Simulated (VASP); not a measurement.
# Ba (P6_3/mmc) in VASP: single point with PBE

Aim: the single point of Ba with PBE.

Everything below comes from runs of VASP 6.6.1. Logs are shortened: lines on timing, memory, paths and dates and some standing lists are left out, and cuts for length are marked.

### 1 The cell of the first run

It takes space group P6_3/mmc (No. 194, hexagonal). The conventional cell has a = 4.253 Å, b = 4.253 Å, c = 13.887 Å, α = 90.00°, β = 90.00°, γ = 120.00°. Within 5.6 Å of Ba (site symmetry -3m) lie 12 Ba at 4.25 Å. Ba (site symmetry -6m2) has 12 Ba at 4.25 Å within 5.6 Å.

### 2 Single point, PBE (volume scaled by 0.85)

INCAR reads:

```
ALGO = Normal ; EDIFF = 1E-6
ENCUT = 520 ; GGA = PE
ISIF = 2 ; ISMEAR = -1
LASPH = True ; LCHARG = False
LREAL = False ; LWAVE = False
NBANDS = 28 ; NELM = 60
PREC = Accurate ; SIGMA = 0.08
```

KPOINTS reads:

```
k-points
0
Gamma
  8 8 2
```

POSCAR reads:

```
Ba
1.0
    4.2534893504      0.0000000000      0.0000000000
   -2.1267446752      3.6836298322      0.0000000000
    0.0000000000      0.0000000000     13.8872682753
Ba
4
Direct
    0.0000000000      0.0000000000      0.0000000000
    0.0000000000      0.0000000000      0.5000000000
    0.3333333333      0.6666666667      0.2500000000
    0.6666666667      0.3333333333      0.7500000000
```

Potentials or basis: VASP PAW PBE potentials, release 64 (Ba_sv).

Command:

```console
cat potpaw_PBE.64/Ba_sv/POTCAR > POTCAR
mpirun -np 1 vasp_std > vasp.out
```

OUTCAR:

```text
EDIFF = 1E-6
   ENCUT = 520
   GGA = PE
   ISIF = 2
   ISMEAR = -1
   LASPH = True
   LREAL = False
   NELM = 60
   PREC = Accurate

 ion  position               nearest neighbor table
   1  0.000  0.000  0.000-   3 4.25   4 4.25   4 4.25   3 4.25   4 4.25   3 4.25
   2  0.000  0.000  0.500-   3 4.25   4 4.25   4 4.25   3 4.25   4 4.25   3 4.25
   3  0.333  0.667  0.250-   1 4.25   2 4.25   1 4.25   2 4.25   1 4.25   2 4.25
   4  0.667  0.333  0.750-   1 4.25   2 4.25   1 4.25   2 4.25   1 4.25   2 4.25

  LATTYP: Found a hexagonal cell.
 ALAT       =     4.2534893504
 C/A-ratio  =     3.2649119655

  Lattice vectors:

 A1 = (   4.2534893504,   0.0000000000,   0.0000000000)
 A2 = (  -2.1267446752,   3.6836298322,   0.0000000000)
 A3 = (   0.0000000000,   0.0000000000,  13.8872682753)

Analysis of symmetry for initial positions (statically):
=====================================================================
 Subroutine PRICEL returns:
 Original cell was already a primitive cell.

 Routine SETGRP: Setting up the symmetry group for a
 hexagonal supercell.

 Subroutine GETGRP returns: Found 24 space group operations
 (whereof 12 operations were pure point group operations)
 out of a pool of 24 trial point group operations.

The static configuration has the point symmetry D_3d.
 The point group associated with its full space group is D_6h.

Analysis of symmetry for dynamics (positions and initial velocities):
=====================================================================
 Subroutine PRICEL returns:
 Original cell was already a primitive cell.

 Routine SETGRP: Setting up the symmetry group for a
 hexagonal supercell.

 Subroutine GETGRP returns: Found 24 space group operations
 (whereof 12 operations were pure point group operations)
 out of a pool of 24 trial point group operations.

The dynamic configuration has the point symmetry D_3d.
 The point group associated with its full space group is D_6h.

 Subroutine INISYM returns: Found 24 space group operations
 (whereof 12 operations are pure point group operations),
 and found     1 'primitive' translations

----------------------------------------------------------------------------------------

                                     Primitive cell

  volume of cell :     217.5896

  direct lattice vectors                    reciprocal lattice vectors
     4.253489350  0.000000000  0.000000000     0.235101094  0.135735680  0.000000000
    -2.126744675  3.683629832  0.000000000     0.000000000  0.271471360  0.000000000
     0.000000000  0.000000000 13.887268275     0.000000000  0.000000000  0.072008402

  length of vectors
     4.253489350  4.253489350 13.887268275     0.271471360  0.271471360  0.072008402

  position of ions in fractional coordinates (direct lattice)
     0.000000000  0.000000000  0.000000000
     0.000000000  0.000000000  0.500000000
     0.333333333  0.666666667  0.250000000
     0.666666667  0.333333333  0.750000000

  ion indices of the primitive-cell ions
   primitive index   ion index
                 1           1
                 2           2
                 3           3
                 4           4

----------------------------------------------------------------------------------------

 KPOINTS: k-points

Automatic generation of k-mesh.
 Grid dimensions read from file:
 generate k-points for:    8    8    2

 Generating k-lattice:

  Cartesian coordinates                     Fractional coordinates (reciprocal lattice)
     0.029387637  0.016966960  0.000000000     0.125000000  0.000000000  0.000000000
     0.000000000  0.033933920  0.000000000     0.000000000  0.125000000  0.000000000
     0.000000000  0.000000000  0.036004201     0.000000000  0.000000000  0.500000000

  Length of vectors
     0.033933920  0.033933920  0.036004201

  Shift w.r.t. Gamma in fractional coordinates (k-lattice)
     0.000000000  0.000000000  0.000000000

 Subroutine IBZKPT returns following result:
 ===========================================

 Found     20 irreducible k-points:

 Following reciprocal coordinates:
            Coordinates               Weight
  0.000000  0.000000  0.000000      1.000000
  0.125000  0.000000  0.000000      6.000000
  0.250000  0.000000  0.000000      6.000000
  0.375000  0.000000  0.000000      6.000000
  0.500000  0.000000  0.000000      3.000000
  0.125000  0.125000  0.000000      6.000000
[... 12 lines left out ...]
  0.250000  0.250000  0.500000      6.000000
  0.375000  0.250000  0.500000      6.000000
   k-points           NKPTS =     20   k-points in BZ     NKDIM =     20   number of bands    NBANDS=     28
   number of dos      NEDOS =    301   number of ions     NIONS =      4
   total plane-waves  NPLWV = 110592
   dimension x,y,z NGX =    32 NGY =   32 NGZ =  108
   dimension x,y,z NGXF=    64 NGYF=   64 NGZF=  216
   ions per type =               4
   NGX,Y,Z   is equivalent  to a cutoff of  12.51, 12.51, 12.93 a.u.
   NGXF,Y,Z  is equivalent  to a cutoff of  25.01, 25.01, 25.86 a.u.
 SYSTEM =  unknown system
   PREC   = accura    normal or accurate (medium, high low for compatibility)
   ISTART =      0    job   : 0-new  1-cont  2-samecut
   ICHARG =      2    charge: 1-file 2-atom 10-const
   ISPIN  =      1    spin polarized calculation?
   LNONCOLLINEAR =      F non collinear calculations
   LSORBIT =      F    spin-orbit coupling
   LASPH  =      T    aspherical Exc in radial PAW
   ENCUT  =  520.0 eV  38.22 Ry    6.18 a.u.   7.91  7.91 25.82*2*pi/ulx,y,z
   NELM   =     60;   NELMIN=  2; NELMDL= -5     # of ELM steps
   EDIFF  = 0.1E-05   stopping-criterion for ELM
   LREAL  =      F    real-space projection
   EDIFFG = 0.1E-04   stopping-criterion for IOM
   NSW    =      0    number of steps for IOM
   IBRION =     -1    ionic relax: 0-MD 1-quasi-New 2-CG
   NFREE  =      0    steps in history (QN), initial steepest desc. (CG)
   ISIF   =      2    stress and relaxation
   ISYM   =      2    0-nonsym 1-usesym 2-fastsym
   POTIM  = 0.5000    time-step for ionic-motion
   TEBEG  =    0.0;   TEEND  =   0.0 temperature during run
   PSTRESS=    0.0 pullay stress
   NELECT =      40.0000    total number of electrons
   NUPDOWN=      -1.0000    fix difference up-down
   EMIN   =  10.00;   EMAX   =-10.00  energy-range for DOS
   EFERMI =   0.00;   METHOD = LEGACY
   ISMEAR =    -1;   SIGMA  =   0.08  broadening in eV -4-tet -1-fermi 0-gaus
   EFERMI_NEDOS =   21; number of points for ismear=-14 and -15
   IALGO  =     38    algorithm
   IMIX   =      4    mixing-type and parameters
     AMIX     =   0.40;   BMIX     =  1.00
     AMIX_MAG =   1.60;   BMIX_MAG =  1.00
  volume/ion in A,a.u.               =      54.40       367.09
  Fermi-wavevector in a.u.,A,eV,Ry     =   0.930855  1.759061 11.789330  0.866491
  Thomas-Fermi vector in A             =   2.057287
   LORBIT       =      0    0 simple, 1 ext, 2 COOP (PROOUT), +10 PAW based schemes
   GGA     = PE    functional components
   LHFCALC =     F    Hartree Fock is set to
   AEXX    =    0.0000 exact exchange contribution
   IVDW    =     0    specifies the selected vdW correction
   LEPSILON=     F    determine dielectric tensor
   LRPA    =     F    only Hartree local field effects (RPA)
 non-spin polarized calculation
  energy-cutoff  :      520.00
  volume of cell :      217.59
 maximum number of plane-waves:      5902
 NGX is ok and might be reduce to    32
   NGX = 15   NGY = 15   NGZ = 51

 number of electron      39.9999999 magnetization

 Free energy of the ion-electron system (eV)
  ---------------------------------------------------
  ext. energy  EPLUGINS =         0.00000000
  ---------------------------------------------------
  free energy    TOTEN  =        -7.44441562 eV

  energy without entropy =       -7.31792828  energy(sigma->0) =       -7.38117195

 E-fermi :   2.2026     XC(G=0):  -7.8913

 val. band max:        2.1358069603   @ k =   0.3750   0.2500   0.5000
 cond. band min:       2.2158836282   @ k =   0.3750   0.0000   0.5000
 fundamental gap:      0.0800766679
 Fermi energy:         2.2026043982

 k-point     1 :       0.0000    0.0000    0.0000
  band No.  band energies     occupation
      1     -26.4660      2.00000
      2     -26.4337      2.00000
      3     -26.4216      2.00000
      4     -26.3888      2.00000
      5     -12.0430      2.00000
      6     -11.6998      2.00000
[... 20 lines left out ...]
     27       4.0355      0.00000
     28       4.1087      0.00000

 k-point     2 :       0.1250    0.0000    0.0000
  band No.  band energies     occupation
      1     -26.4562      2.00000
      2     -26.4263      2.00000
      3     -26.4142      2.00000
      4     -26.3839      2.00000
      5     -12.0077      2.00000
      6     -11.7113      2.00000
[... 20 lines left out ...]
     27       4.2176      0.00000
     28       4.2382      0.00000

 k-point     3 :       0.2500    0.0000    0.0000
  band No.  band energies     occupation
      1     -26.4314      2.00000
      2     -26.4085      2.00000
      3     -26.3964      2.00000
      4     -26.3732      2.00000
      5     -11.9165      2.00000
      6     -11.8002      2.00000
[... 20 lines left out ...]
     27       4.1170      0.00000
     28       4.2809      0.00000

 k-point     4 :       0.3750    0.0000    0.0000
  band No.  band energies     occupation
      1     -26.4040      2.00000
      2     -26.3904      2.00000
      3     -26.3784      2.00000
      4     -26.3647      2.00000
      5     -11.9594      2.00000
      6     -11.9568      2.00000
[... 454 lines left out ...]
     27       3.9001      0.00000
     28       3.9001      0.00000

 k-point    19 :       0.2500    0.2500    0.5000
  band No.  band energies     occupation
      1     -26.3878      2.00000
      2     -26.3878      2.00000
      3     -26.3661      2.00000
      4     -26.3661      2.00000
      5     -11.8932      2.00000
      6     -11.8932      2.00000
[... 20 lines left out ...]
     27       3.5427      0.00000
     28       3.5427      0.00000

 k-point    20 :       0.3750    0.2500    0.5000
  band No.  band energies     occupation
      1     -26.3787      2.00000
      2     -26.3787      2.00000
      3     -26.3646      2.00000
      4     -26.3646      2.00000
      5     -11.9102      2.00000
      6     -11.9102      2.00000
[... 20 lines left out ...]
     27       3.4895      0.00000
     28       3.4895      0.00000

------------------------ aborting loop because EDIFF is reached ----------------------------------------

  FORCE on cell =-STRESS in cart. coord.  units (eV):
  Direction    XX          YY          ZZ          XY          YZ          ZX
  --------------------------------------------------------------------------------------
  -------------------------------------------------------------------------------------
  Total        2.3713472      2.3713472      2.2722882      0.0000000      0.0000000     -0.0000000
  in kB       17.4609383     17.4609383     16.7315372      0.0000000      0.0000000     -0.0000000
  external PRESSURE =      17.2178046 kB  Pullay stress =       0.0000000 kB

 VOLUME and BASIS-vectors are now :
 -----------------------------------------------------------------------------
  energy-cutoff  :      520.00
  volume of cell :      217.59
      direct lattice vectors                 reciprocal lattice vectors
     4.253489350  0.000000000  0.000000000     0.235101094  0.135735680  0.000000000
    -2.126744675  3.683629832  0.000000000     0.000000000  0.271471360  0.000000000
     0.000000000  0.000000000 13.887268275     0.000000000  0.000000000  0.072008402

 POSITION                                       TOTAL-FORCE (eV/Angst)
 -----------------------------------------------------------------------------------
      0.00000      0.00000      0.00000        -0.000000      0.000000      0.000000
      0.00000      0.00000      6.94363        -0.000000      0.000000      0.000000
     -0.00000      2.45575      3.47182        -0.000000      0.000000     -0.000000
      2.12674      1.22788     10.41545         0.000000      0.000000     -0.000000
 -----------------------------------------------------------------------------------
    total drift:                               -0.000000      0.000000     -0.000000

  FREE ENERGIE OF THE ION-ELECTRON SYSTEM (eV)
  ---------------------------------------------------
  free  energy   TOTEN  =        -7.4444156179 eV

  energy  without entropy=       -7.3179282829  energy(sigma->0) =       -7.38117195
```

Run time: 3.9 min. Hardware: 1 thread of AMD EPYC 7R13, shared host; peak memory 0.32 GiB.

What came out:

- Free energy: -7.4444 eV
- Pressure: 1.7 GPa
- Band gap on the k mesh: zero (band 20 reaches 2.35 eV, above the bottom of band 21 at 2.07 eV)

Caveat: spin-orbit coupling is left out, which moves the levels of the heavy elements.
